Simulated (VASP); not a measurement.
Set up this calculation in VASP 6.6.1, as the native input.

```
Task                   : single point
Functional             : PBEsol
Potentials or basis    : VASP PAW PBE potentials, release 64 (W_sv)
Cutoff                 : 520 eV
k mesh                 : 19 × 19 × 19
Occupations            : fermi-dirac, width 0.05 eV
Spin                   : no spin polarisation
Dipole correction      : no
Further INCAR settings : ALGO = Normal; EDIFF = 1e-06; NBANDS = 13
```

The structure of W lies in POSCAR:

```
W
1.0
    0.0000000000      1.9856760447      1.9856760447
    1.9856760447      0.0000000000      1.9856760447
    1.9856760447      1.9856760447      0.0000000000
W
1
Direct
    0.0000000000      0.0000000000      0.0000000000
```

These files were run (other wordings do the same):

INCAR

```
SYSTEM = W
ALGO = Normal
EDIFF = 1E-6
ENCUT = 520
GGA = PS
ISIF = 2
ISMEAR = -1
LASPH = .True.
LCHARG = .False.
LREAL = .False.
LWAVE = .False.
NBANDS = 13
NELM = 80
PREC = Accurate
SIGMA = 0.05
```

KPOINTS

```
k-points
0
Gamma
  19 19 19
  0 0 0
```

Potentials or basis: VASP PAW PBE potentials, release 64 (W_sv).

The run is started by

```bash
$ cat potpaw_PBE.64/W_sv/POTCAR > POTCAR
$ mpirun -np 1 vasp_std > vasp.out
```

Results of the run:

The pressure is 6.9 GPa and the band gap on the k mesh is zero (band 7 reaches 14.17 eV, above the bottom of band 8 at 10.35 eV).

Caveat: the PAW data sets were made with another functional, which shifts forces and pressure a little; spin-orbit coupling is left out, which moves the levels of the heavy elements.

Run time: 30 s on 1 thread of Intel(R) Xeon(R) Platinum 8375C CPU @ 2.90GHz (Ice Lake), on a shared host, peak memory 0.17 GiB.
